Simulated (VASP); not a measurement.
# SiC (Moissanite) (P6_3mc) in VASP: further runs, part 2 of 2

VASP 6.6.1. Earlier steps stand in the parts before.

## 3. Single point, PBE

This run uses another cell than the first one, of 10.08 Å³/atom, 1.026 times its volume.

The input, INCAR:

```
SYSTEM = SiC
PREC = Accurate
ENCUT = 520
EDIFF = 1E-7
ISMEAR = -1
SIGMA = 0.05
LREAL = .False.
LASPH = .True.
NELM = 60
ALGO = Normal
ISIF = 2
LWAVE = .False.
LCHARG = .False.
GGA = PE
NBANDS = 16
```

The input, KPOINTS:

```
regular mesh
0
Gamma
  12 12 4
  0 0 0
```

The input, POSCAR:

```
SiC
1.0
    3.0501500384      0.0000000000      0.0000000000
   -1.5250750192      2.6415074166      0.0000000000
    0.0000000000      0.0000000000      5.0055778263
Si C
2 2
Direct
    0.3333333333      0.6666666667      0.0000000000
    0.6666666667      0.3333333333      0.5000000000
    0.3333333333      0.6666666667      0.3850000000
    0.6666666667      0.3333333333      0.8850000000
```

Potentials or basis: VASP PAW PBE potentials, release 64 (Si, C).

Command:

```console
$ cat potpaw_PBE.64/Si/POTCAR potpaw_PBE.64/C/POTCAR > POTCAR
$ mpirun -np 1 vasp_std > vasp.out
```

OUTCAR:

```text
SYSTEM = SiC
   PREC = Accurate
   ENCUT = 520
   EDIFF = 1E-7
   ISMEAR = -1
   LREAL = .False.
   LASPH = .True.
   NELM = 60
   ISIF = 2
   GGA = PE

 ion  position               nearest neighbor table
   1  0.333  0.667  0.000-   4 1.85   4 1.85   4 1.85   3 1.93   2 3.06   2 3.06   2 3.06   2 3.06
                             2 3.06   2 3.06
   2  0.667  0.333  0.500-   3 1.85   3 1.85   3 1.85   4 1.93   1 3.06   1 3.06   1 3.06   1 3.06
                             1 3.06   1 3.06
   3  0.333  0.667  0.385-   2 1.85   2 1.85   2 1.85   1 1.93
   4  0.667  0.333  0.885-   1 1.85   1 1.85   1 1.85   2 1.93

  LATTYP: Found a hexagonal cell.
 ALAT       =     3.0501500384
 C/A-ratio  =     1.6410923277

  Lattice vectors:

 A1 = (   3.0501500384,   0.0000000000,   0.0000000000)
 A2 = (  -1.5250750192,   2.6415074166,   0.0000000000)
 A3 = (   0.0000000000,   0.0000000000,   5.0055778263)

Analysis of symmetry for initial positions (statically):
=====================================================================
 Subroutine PRICEL returns:
 Original cell was already a primitive cell.

 Routine SETGRP: Setting up the symmetry group for a
 hexagonal supercell.

 Subroutine GETGRP returns: Found 12 space group operations
 (whereof  6 operations were pure point group operations)
 out of a pool of 24 trial point group operations.

The static configuration has the point symmetry C_3v.
 The point group associated with its full space group is C_6v.

Analysis of symmetry for dynamics (positions and initial velocities):
=====================================================================
 Subroutine PRICEL returns:
 Original cell was already a primitive cell.

 Routine SETGRP: Setting up the symmetry group for a
 hexagonal supercell.

 Subroutine GETGRP returns: Found 12 space group operations
 (whereof  6 operations were pure point group operations)
 out of a pool of 24 trial point group operations.

The dynamic configuration has the point symmetry C_3v.
 The point group associated with its full space group is C_6v.
[... 125 lines left out ...]
  Fermi-wavevector in a.u.,A,eV,Ry     =   1.202926  2.273201 19.688066  1.447032
  Thomas-Fermi vector in A             =   2.338694
   LORBIT       =      0    0 simple, 1 ext, 2 COOP (PROOUT), +10 PAW based schemes
   GGA     = PE    functional components
   LHFCALC =     F    Hartree Fock is set to
   AEXX    =    0.0000 exact exchange contribution
   IVDW    =     0    specifies the selected vdW correction
   LEPSILON=     F    determine dielectric tensor
   LRPA    =     F    only Hartree local field effects (RPA)
 non-spin polarized calculation
  energy-cutoff  :      520.00
  volume of cell :       40.33
 maximum number of plane-waves:      1105
 NGX is ok and might be reduce to    24
   NGX = 11   NGY = 11   NGZ = 19

 number of electron      15.9999999 magnetization

 Free energy of the ion-electron system (eV)
  ---------------------------------------------------
  ext. energy  EPLUGINS =         0.00000000
  ---------------------------------------------------
  free energy    TOTEN  =       -30.02506356 eV

  energy without entropy =      -30.02506356  energy(sigma->0) =      -30.02506356

 E-fermi :   9.6551     XC(G=0): -11.4593

 val. band max:        8.6979458425   @ k =   0.0000   0.0000   0.0000
 cond. band min:      10.9740808067   @ k =   0.3333   0.3333   0.0000
 fundamental gap:      2.2761349642
 Fermi energy:         9.6551235135

 k-point     1 :       0.0000    0.0000    0.0000
  band No.  band energies     occupation
      1      -7.2288      2.00000
      2      -3.6293      2.00000
      3      -0.1455      2.00000
      4       7.1304      2.00000
      5       7.1304      2.00000
      6       8.4240      2.00000
[... 433 lines left out ...]
      3       1.3124      2.00000
      4       3.1829      2.00000
      5       3.5916      2.00000
      6       5.7063      2.00000
[... 8 lines left out ...]
     15      20.3445      0.00000
     16      20.5604      0.00000

 [... further k-points ...]

------------------------ aborting loop because EDIFF is reached ----------------------------------------

  FORCE on cell =-STRESS in cart. coord.  units (eV):
  Direction    XX          YY          ZZ          XY          YZ          ZX
  --------------------------------------------------------------------------------------
  -------------------------------------------------------------------------------------
  Total        2.9334985      2.9334985      1.4347926      0.0000000      0.0000000      0.0000000
  in kB      116.5384379    116.5384377     56.9996860      0.0000000      0.0000000      0.0000000
  external PRESSURE =      96.6921872 kB  Pullay stress =       0.0000000 kB

 VOLUME and BASIS-vectors are now :
 -----------------------------------------------------------------------------
  energy-cutoff  :      520.00
  volume of cell :       40.33
      direct lattice vectors                 reciprocal lattice vectors
     3.050150038  0.000000000  0.000000000     0.327852724  0.189285859  0.000000000
    -1.525075019  2.641507417  0.000000000     0.000000000  0.378571718  0.000000000
     0.000000000  0.000000000  5.005577826     0.000000000  0.000000000  0.199777136

 POSITION                                       TOTAL-FORCE (eV/Angst)
 -----------------------------------------------------------------------------------
     -0.00000      1.76100      0.00000        -0.000000     -0.000000      0.791948
      1.52508      0.88050      2.50279         0.000000      0.000000      0.791948
     -0.00000      1.76100      1.92715        -0.000000      0.000000     -0.791948
      1.52508      0.88050      4.42994         0.000000     -0.000000     -0.791948
 -----------------------------------------------------------------------------------
    total drift:                                0.000000      0.000000     -0.000181

  FREE ENERGIE OF THE ION-ELECTRON SYSTEM (eV)
  ---------------------------------------------------
  free  energy   TOTEN  =       -30.0250635602 eV

  energy  without entropy=      -30.0250635601  energy(sigma->0) =      -30.02506356
```

OSZICAR:

```text
N       E                     dE             d eps       ncg     rms          rms(c)
DAV:   1     0.267114512462E+02    0.26711E+02   -0.71559E+03  1832   0.895E+02
DAV:   2    -0.313519186137E+02   -0.58063E+02   -0.52594E+02  2608   0.162E+02
DAV:   3    -0.338962190945E+02   -0.25443E+01   -0.25348E+01  2376   0.306E+01
DAV:   4    -0.339142717559E+02   -0.18053E-01   -0.18048E-01  2240   0.316E+00
DAV:   5    -0.339144473898E+02   -0.17563E-03   -0.17563E-03  2360   0.293E-01    0.129E+01
DAV:   6    -0.301314959626E+02    0.37830E+01   -0.66530E+00  2288   0.159E+01    0.586E+00
DAV:   7    -0.300434400888E+02    0.88056E-01   -0.11753E+00  2600   0.638E+00    0.254E+00
DAV:   8    -0.300263083842E+02    0.17132E-01   -0.49228E-02  2072   0.141E+00    0.646E-01
DAV:   9    -0.300247303243E+02    0.15781E-02   -0.76522E-03  2360   0.597E-01    0.121E-01
DAV:  10    -0.300250358611E+02   -0.30554E-03   -0.98071E-04  2168   0.183E-01    0.570E-02
DAV:  11    -0.300250622247E+02   -0.26364E-04   -0.84600E-05  2152   0.663E-02    0.137E-02
DAV:  12    -0.300250630432E+02   -0.81849E-06   -0.61263E-06  2320   0.157E-02    0.392E-03
DAV:  13    -0.300250635681E+02   -0.52496E-06   -0.55656E-07  2320   0.478E-03    0.272E-03
DAV:  14    -0.300250635602E+02    0.79608E-08   -0.20381E-08  1296   0.102E-03
   1 F= -.30025064E+02 E0= -.30025064E+02  d E =-.383436E-10
```

Wall time 23 s (1 thread of Intel Xeon Platinum 8488C (Sapphire Rapids), shared host); peak memory 0.17 GiB.

What came out:

| Quantity | Value |
| --- | --- |
| Free energy | -30.0251 eV |
| Pressure | 9.7 GPa |
| Largest force | 0.792 eV/Å |
| Band gap on the k mesh | 2.28 eV, indirect (least direct gap 4.13 eV) |

Forces in eV/Å, atoms in the order of the input:
```
Si   0.000  0.000  0.792
Si   0.000  0.000  0.792
C    0.000  0.000 -0.792
C    0.000  0.000 -0.792
```

Stress tensor (GPa, compression positive):
```
11.65  0.00  0.00
 0.00 11.65  0.00
 0.00  0.00  5.70
```

A k mesh can miss the band edges. A hybrid or GW would open this gap; PBE tends to underestimate it.

## 4. Single point, PBE

This run uses another cell than the first one, of 10.34 Å³/atom, 1.053 times its volume.

The input, INCAR:

```
PREC = Accurate
ENCUT = 520
EDIFF = 1E-7
ISMEAR = -1
SIGMA = 0.05
LREAL = F
LASPH = T
NELM = 80
ALGO = Normal
ISIF = 2
LWAVE = F
LCHARG = F
GGA = PE
NBANDS = 16
```

The input, KPOINTS:

```
Automatic mesh
0
Gamma
  12 12 4
```

The input, POSCAR:

```
SiC
1.0
    3.0760000000      0.0000000000      0.0000000000
   -1.5380000000      2.6638941400      0.0000000000
    0.0000000000      0.0000000000      5.0480000000
Si C
2 2
Direct
    0.3333333333      0.6666666667      0.0000000000
    0.6666666667      0.3333333333      0.5000000000
    0.3333333333      0.6666666667      0.3850000000
    0.6666666667      0.3333333333      0.8850000000
```

Command:

```console
$ cat potpaw_PBE.64/Si/POTCAR potpaw_PBE.64/C/POTCAR > POTCAR
$ mpirun -np 1 vasp_std > vasp.out
```

It took 31 s on 1 thread of Intel Xeon Platinum 8488C (Sapphire Rapids), shared host; peak memory 0.17 GiB.

The run converged. Its results:

```yaml
Free_energy: -30.0679 eV
Pressure: 3.6 GPa
Largest_force: 0.752 eV/Å
Band_gap_on_the_k_mesh: 2.32 eV, indirect (least direct gap 4.08 eV)
```

Forces on the atoms (eV/Å):
```
Si   0.000  0.000  0.752
Si   0.000  0.000  0.752
C    0.000  0.000 -0.752
C    0.000  0.000 -0.752
```

Stress tensor (GPa, compression positive):
```
5.26 0.00 0.00
0.00 5.26 0.00
0.00 0.00 0.40
```

Levels at points of the mesh, in eV from the valence-band top:
```
           k point  band 4  band 5  band 6  band 7  band 8  band 9  band 10  band 11  band 12  band 13
(0.00, 0.00, 0.00)   -1.56   -1.56   -0.28   -0.28    0.00    4.63     6.03     6.51     6.51     7.55
(0.50, 0.00, 0.00)   -6.55   -5.43   -3.54   -3.26   -1.49    2.59     4.20     6.74     7.20     9.71
(0.00, 0.00, 0.50)   -4.45   -0.97   -0.97   -0.97   -0.97    5.71     5.71     7.17     7.17     7.17
(0.50, 0.00, 0.50)   -8.45   -2.69   -2.69   -2.34   -2.34    3.17     3.17     5.00     5.00    10.38
```

## 5. Single point, PBE

This run uses another cell than the first one, of 10.60 Å³/atom, 1.079 times its volume.

The input, INCAR:

```
ALGO = Normal ; EDIFF = 1E-6
ENCUT = 520 ; GGA = PE
ISIF = 2 ; ISMEAR = -1
LASPH = True ; LCHARG = False
LREAL = False ; LWAVE = False
NBANDS = 16 ; NELM = 60
PREC = Accurate ; SIGMA = 0.05
```

The input, KPOINTS:

```
k-points
0
Gamma
  12 12 4
```

The input, POSCAR:

```
SiC
1.0
    3.1014226405      0.0000000000      0.0000000000
   -1.5507113202      2.6859107925      0.0000000000
    0.0000000000      0.0000000000      5.0897209003
Si C
2 2
Direct
    0.3333333333      0.6666666667      0.0000000000
    0.6666666667      0.3333333333      0.5000000000
    0.3333333333      0.6666666667      0.3850000000
    0.6666666667      0.3333333333      0.8850000000
```

Command:

```console
$ cat potpaw_PBE.64/Si/POTCAR potpaw_PBE.64/C/POTCAR > POTCAR
$ mpirun -np 1 vasp_std > vasp.out
```

It took 20 s on 1 thread of Intel Xeon Platinum 8488C (Sapphire Rapids), shared host; peak memory 0.17 GiB.

It converged, with:

```yaml
Free_energy: -30.0741 eV
Pressure: -1.7 GPa
Largest_force: 0.714 eV/Å
Band_gap_on_the_k_mesh: 2.37 eV, indirect (least direct gap 4.02 eV)
```

Forces in eV/Å, atoms in the order of the input:
```
Si   0.000  0.000  0.714
Si   0.000  0.000  0.714
C    0.000  0.000 -0.714
C    0.000  0.000 -0.714
```

Stress tensor (GPa, compression positive):
```
-0.41  0.00  0.00
 0.00 -0.41  0.00
 0.00  0.00 -4.29
```

Levels at points of the mesh, in eV from the valence-band top:
| k point | band 5 | band 6 | band 7 | band 8 | band 9 | band 10 | band 11 | band 12 |
| --- | --- | --- | --- | --- | --- | --- | --- | --- |
| (0.00, 0.00, 0.00) | -1.54 | -0.28 | -0.28 | 0.00 | 4.41 | 5.77 | 6.36 | 6.36 |
| (0.50, 0.00, 0.00) | -5.34 | -3.49 | -3.19 | -1.48 | 2.54 | 4.16 | 6.55 | 7.11 |
| (0.00, 0.00, 0.50) | -0.96 | -0.96 | -0.96 | -0.96 | 5.49 | 5.49 | 7.04 | 7.04 |
| (0.50, 0.00, 0.50) | -2.65 | -2.65 | -2.31 | -2.31 | 3.11 | 3.11 | 4.89 | 4.89 |

A k mesh can miss the band edges. PBE gaps usually lie below the measured ones, often by a third to a half.

## 6. Single point, PBE

This run uses another cell than the first one, of 10.86 Å³/atom, 1.105 times its volume.

The input, INCAR:

```
PREC = Accurate
ENCUT = 520
EDIFF = 1E-6
ISMEAR = -1
SIGMA = 0.05
LREAL = F
LASPH = T
NELM = 60
ALGO = Normal
ISIF = 2
LWAVE = F
LCHARG = F
GGA = PE
NBANDS = 16
```

The input, KPOINTS:

```
Automatic mesh
0
Gamma
  12 12 4
```

The input, POSCAR:

```
SiC
1.0
    3.1264351936      0.0000000000      0.0000000000
   -1.5632175968      2.7075722988      0.0000000000
    0.0000000000      0.0000000000      5.1307688092
Si C
2 2
Direct
    0.3333333333      0.6666666667      0.0000000000
    0.6666666667      0.3333333333      0.5000000000
    0.3333333333      0.6666666667      0.3850000000
    0.6666666667      0.3333333333      0.8850000000
```

Potentials or basis: VASP PAW PBE potentials, release 64 (Si, C).

Command:

```console
$ cat potpaw_PBE.64/Si/POTCAR potpaw_PBE.64/C/POTCAR > POTCAR
$ mpirun -np 1 vasp_std > vasp.out
```

OUTCAR:

```text
PREC = Accurate
   ENCUT = 520
   EDIFF = 1E-6
   ISMEAR = -1
   LREAL = F
   LASPH = T
   NELM = 60
   ISIF = 2
   GGA = PE

 ion  position               nearest neighbor table
   1  0.333  0.667  0.000-   4 1.90   4 1.90   4 1.90   3 1.98   2 3.14   2 3.14   2 3.14   2 3.14
                             2 3.14   2 3.14
   2  0.667  0.333  0.500-   3 1.90   3 1.90   3 1.90   4 1.98   1 3.14   1 3.14   1 3.14   1 3.14
                             1 3.14   1 3.14
   3  0.333  0.667  0.385-   2 1.90   2 1.90   2 1.90   1 1.98
   4  0.667  0.333  0.885-   1 1.90   1 1.90   1 1.90   2 1.98

  LATTYP: Found a hexagonal cell.
 ALAT       =     3.1264351936
 C/A-ratio  =     1.6410923277

  Lattice vectors:

 A1 = (   3.1264351936,   0.0000000000,   0.0000000000)
 A2 = (  -1.5632175968,   2.7075722988,   0.0000000000)
 A3 = (   0.0000000000,   0.0000000000,   5.1307688092)

Analysis of symmetry for initial positions (statically):
=====================================================================
 Subroutine PRICEL returns:
 Original cell was already a primitive cell.

 Routine SETGRP: Setting up the symmetry group for a
[... 178 lines left out ...]
 fundamental gap:      2.4094862783
 Fermi energy:         8.7830453588

 k-point     1 :       0.0000    0.0000    0.0000
  band No.  band energies     occupation
      1      -7.4754      2.00000
      2      -4.1552      2.00000
      3      -0.5426      2.00000
      4       6.3343      2.00000
      5       6.3343      2.00000
      6       7.5881      2.00000
[... 433 lines left out ...]
      3       0.6960      2.00000
      4       2.4884      2.00000
      5       2.9965      2.00000
      6       4.9919      2.00000
[... 8 lines left out ...]
     15      18.6998      0.00000
     16      19.0901      0.00000

 [... further k-points ...]

------------------------ aborting loop because EDIFF is reached ----------------------------------------

  FORCE on cell =-STRESS in cart. coord.  units (eV):
  Direction    XX          YY          ZZ          XY          YZ          ZX
  --------------------------------------------------------------------------------------
  -------------------------------------------------------------------------------------
  Total       -1.4720811     -1.4720811     -2.2894034      0.0000000     -0.0000000      0.0000000
  in kB      -54.3038183    -54.3038183    -84.4541441      0.0000000     -0.0000000      0.0000000
  external PRESSURE =     -64.3539269 kB  Pullay stress =       0.0000000 kB

 VOLUME and BASIS-vectors are now :
 -----------------------------------------------------------------------------
  energy-cutoff  :      520.00
  volume of cell :       43.43
      direct lattice vectors                 reciprocal lattice vectors
     3.126435194  0.000000000  0.000000000     0.319853104  0.184667276  0.000000000
    -1.563217597  2.707572299  0.000000000     0.000000000  0.369334551  0.000000000
     0.000000000  0.000000000  5.130768809     0.000000000  0.000000000  0.194902565

 POSITION                                       TOTAL-FORCE (eV/Angst)
 -----------------------------------------------------------------------------------
     -0.00000      1.80505      0.00000        -0.000000      0.000000      0.678645
      1.56322      0.90252      2.56538         0.000000     -0.000000      0.678645
     -0.00000      1.80505      1.97535        -0.000000      0.000000     -0.678645
      1.56322      0.90252      4.54073         0.000000     -0.000000     -0.678645
 -----------------------------------------------------------------------------------
    total drift:                               -0.000000      0.000000     -0.000373

  FREE ENERGIE OF THE ION-ELECTRON SYSTEM (eV)
  ---------------------------------------------------
  free  energy   TOTEN  =       -30.0478468393 eV

  energy  without entropy=      -30.0478468392  energy(sigma->0) =      -30.04784684
```

OSZICAR:

```text
N       E                     dE             d eps       ncg     rms          rms(c)
DAV:   1     0.239833546035E+02    0.23983E+02   -0.70749E+03  1824   0.893E+02
DAV:   2    -0.309862078934E+02   -0.54970E+02   -0.49935E+02  2632   0.153E+02
DAV:   3    -0.335051674182E+02   -0.25190E+01   -0.25084E+01  2360   0.303E+01
DAV:   4    -0.335249216096E+02   -0.19754E-01   -0.19750E-01  2280   0.328E+00
DAV:   5    -0.335251316582E+02   -0.21005E-03   -0.21005E-03  2336   0.319E-01    0.118E+01
DAV:   6    -0.301065630834E+02    0.34186E+01   -0.62895E+00  2312   0.153E+01    0.525E+00
DAV:   7    -0.300645533441E+02    0.42010E-01   -0.10159E+00  2576   0.582E+00    0.239E+00
DAV:   8    -0.300489115293E+02    0.15642E-01   -0.42978E-02  2024   0.135E+00    0.600E-01
DAV:   9    -0.300474661559E+02    0.14454E-02   -0.73954E-03  2304   0.577E-01    0.127E-01
DAV:  10    -0.300478141391E+02   -0.34798E-03   -0.11014E-03  2144   0.190E-01    0.589E-02
DAV:  11    -0.300478451622E+02   -0.31023E-04   -0.10998E-04  2120   0.733E-02    0.138E-02
DAV:  12    -0.300478461660E+02   -0.10038E-05   -0.75903E-06  2400   0.177E-02    0.418E-03
DAV:  13    -0.300478468393E+02   -0.67329E-06   -0.59378E-07  1672   0.514E-03
   1 F= -.30047847E+02 E0= -.30047847E+02  d E =-.845040E-10
```

stdout:

```text
POSCAR found type information on POSCAR SiC
 POSCAR found :  2 types and       4 ions
 scaLAPACK will be used
 LDA part: xc-table for (Slater+PW92), standard interpolation
 POSCAR, INCAR and KPOINTS ok, starting setup
 FFT: planning ... GRIDC
 FFT: planning ... GRID_SOFT
 FFT: planning ... GRID
 WAVECAR not read
 entering main loop
```

It took 21 s on 1 thread of Intel Xeon Platinum 8488C (Sapphire Rapids), shared host; peak memory 0.17 GiB.

Results:

```yaml
Free_energy: -30.0478 eV
Pressure: -6.4 GPa
Largest_force: 0.679 eV/Å
Band_gap_on_the_k_mesh: 2.41 eV, indirect (least direct gap 3.98 eV)
```

Forces in eV/Å, atoms in the order of the input:
```
Si   0.000  0.000  0.679
Si   0.000  0.000  0.679
C    0.000  0.000 -0.679
C    0.000  0.000 -0.679
```

Stress tensor (GPa, compression positive):
```
-5.43  0.00  0.00
 0.00 -5.43  0.00
 0.00  0.00 -8.45
```

Levels at points of the mesh, in eV from the valence-band top:
```csv
k point,band 5,band 6,band 7,band 8,band 9,band 10,band 11,band 12
"(0.00, 0.00, 0.00)",-1.53,-0.28,-0.28,0.00,4.20,5.51,6.23,6.23
"(0.50, 0.00, 0.00)",-5.25,-3.44,-3.12,-1.47,2.50,4.13,6.37,7.02
"(0.00, 0.00, 0.50)",-0.96,-0.96,-0.96,-0.96,5.28,5.28,6.91,6.91
"(0.50, 0.00, 0.50)",-2.62,-2.62,-2.29,-2.29,3.06,3.06,4.78,4.78
```

A k mesh can miss the band edges. Expect the measured gap to be larger: semilocal functionals such as PBE lack the derivative discontinuity.

## 7. The runs side by side

```tsv
cell	gap on the mesh (eV)	pressure (GPa)	largest force (eV/Å)
a = 3.024, b = 3.024, c = 4.962 Å, angles 90.0, 90.0, 120.0°, 4 atoms	2.23	16.5	0.84
a = 3.050, b = 3.050, c = 5.006 Å, angles 90.0, 90.0, 120.0°, 4 atoms	2.28	9.7	0.79
a = 3.076, b = 3.076, c = 5.048 Å, angles 90.0, 90.0, 120.0°, 4 atoms	2.32	3.6	0.75
a = 3.101, b = 3.101, c = 5.090 Å, angles 90.0, 90.0, 120.0°, 4 atoms	2.37	-1.7	0.71
a = 3.126, b = 3.126, c = 5.131 Å, angles 90.0, 90.0, 120.0°, 4 atoms	2.41	-6.4	0.68
```

Alike in all rows: task single point; level PBE; potentials or basis VASP PAW PBE potentials, release 64 (Si, C); no spin polarisation; k mesh 12 × 12 × 4; cutoff (eV) 520; smearing fermi-dirac 0.05 eV.

Absolute energies hang on the potentials; compare differences alone.
